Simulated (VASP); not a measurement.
Write the native input for VASP 6.6.1 that does the following.

| Item | Value |
| --- | --- |
| Task | single point |
| Functional | PBEsol |
| Potentials or basis | VASP PAW PBE potentials, release 64 (Ti_sv, Al) |
| Cutoff | 520 eV |
| k mesh | 14 × 14 × 14 |
| Occupations | gaussian, width 0.1 eV |
| Spin | no spin polarisation |
| Dipole correction | no |
| Further INCAR settings | ALGO = Fast; EDIFF = 1e-06; NBANDS = 18 |

The structure of TiAl3 lies in POSCAR:

```
TiAl3
1.0
    3.9483448104      0.0000000000      0.0000000000
    0.0000000000      3.9483448104      0.0000000000
    0.0000000000      0.0000000000      3.8693779142
Ti Al
1 3
Direct
    0.0000000000      0.0000000000      0.0000000000
    0.5000000000      0.5000000000      0.0000000000
    0.5000000000      0.0000000000      0.5000000000
    0.0000000000      0.5000000000      0.5000000000
```

This cell differs from its parent crystal: strain along c alone, the other axes held: -2.0 %.

The input as run:

INCAR

```
PREC     = Accurate       # precision mode
ENCUT    = 520            # plane-wave cutoff, eV
EDIFF    = 1E-6           # SCF threshold, eV
ISMEAR   = 0              # smearing method
SIGMA    = 0.1            # smearing width, eV
LREAL    = False          # projectors in reciprocal space
LASPH    = True           # aspherical terms in the spheres
NELM     = 60             # most SCF steps
ALGO     = Fast           # electronic algorithm
ISIF     = 2              # what is computed and relaxed
LWAVE    = False          # write WAVECAR
LCHARG   = True           # write CHGCAR
GGA      = PS             # functional
LELF     = True           # ELF
LVHAR    = True         
NBANDS   = 18             # bands
```

KPOINTS

```
Automatic mesh
0
Gamma
  14 14 14
```

Potentials or basis: VASP PAW PBE potentials, release 64 (Ti_sv, Al).

Launch:

```sh
$ cat potpaw_PBE.64/Ti_sv/POTCAR potpaw_PBE.64/Al/POTCAR > POTCAR
$ mpirun -np 1 vasp_std > vasp.out
```

It gave:

```yaml
Pressure: 2.5 GPa
Band_gap_on_the_k_mesh: zero (an odd number of electrons rules out a gap without spin polarisation)
```

Caveat: the cell differs from its parent crystal (strain along c alone, the other axes held: -2.0 %); the PAW data sets were made with another functional, which shifts forces and pressure a little.

It took 6.9 min on 1 thread of Intel(R) Xeon(R) 6975P-C (Granite Rapids), with other jobs on the host, peak memory 0.4 GiB.
